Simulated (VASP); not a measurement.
A run of VASP 6.6.1 is set up as follows.

File INCAR:

```
SYSTEM = Al
ALGO     = Fast           ! electronic algorithm
EDIFF    = 1E-6           ! SCF threshold, eV
ENCUT    = 520            ! plane-wave cutoff, eV
GGA      = PE             ! functional
ISIF     = 2              ! what is computed and relaxed
ISMEAR   = 0              ! smearing method
IVDW     = 12             ! dispersion correction
LASPH    = .True.         ! aspherical terms in the spheres
LCHARG   = .False.        ! write CHGCAR
LREAL    = .False.        ! projectors in reciprocal space
LWAVE    = .False.        ! write WAVECAR
NBANDS   = 8              ! bands
NELM     = 100            ! most SCF steps
PREC     = Accurate       ! precision mode
SIGMA    = 0.15           ! smearing width, eV
```

The input KPOINTS:

```
k-points
0
Gamma
  20 20 20
  0 0 0
```

File POSCAR:

```
Al
1.0
   -0.0928811800      1.9910220790      2.0374128934
    1.8981408990      0.0000000000      1.9445317135
    1.9910220790      1.9910220790     -0.0928811800
Al
1
Direct
    0.0000000000      0.0000000000      0.0000000000
```

Potentials or basis: VASP PAW PBE potentials, release 64 (Al).

Run with:

```bash
$ cat potpaw_PBE.64/Al/POTCAR > POTCAR
$ mpirun -np 1 vasp_std > vasp.out
```

Question: What does it give for the pressure?

Answer: -1.0 GPa.

Question: What does it give for the dispersion energy per atom?

Answer: -0.345 eV.

Stress tensor (GPa, compression positive):
```
 0.03  0.00  3.63
 0.00 -1.48  0.00
 3.63  0.00 -1.50
```

Caveat: the cell differs from its parent crystal (engineering shear strain xz -0.0933, normal strain along z +0.0233); pairwise dispersion overbinds metals, which lowers pressure and volume.
